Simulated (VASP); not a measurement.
Runs of VASP 6.6.1 on V. The structure is that of space group Im-3m (No. 229), or close to it. The cells are those of the table. 

```tsv
cell	gap on the mesh (eV)	pressure (GPa)
a = 2.578 Å, angles 109.5°, 1 atom	none	4.2
a = 2.612 Å, angles 109.5°, 1 atom	none	-3.3
a = 2.629 Å, angles 109.5°, 1 atom	none	-6.4
a = 2.591 Å, angles 109.5°, 1 atom	none	(b)
a = 2.623 Å, angles 109.5°, 1 atom	none	(a)
```

Alike in all rows: task single point; level PBE; potentials or basis VASP PAW PBE potentials, release 64 (V_sv); no spin polarisation; k mesh 20 × 20 × 20; cutoff (eV) 520; smearing gaussian 0.05 eV.

**Question.** Fill in the values left out.

**Answer.** (a) -5.3; (b) 1.2.

Caveats: the cell stands under tension (at least some runs); the cell stands under pressure (at least some runs).

A gap of «none» marks levels without a gap at the run's occupations.
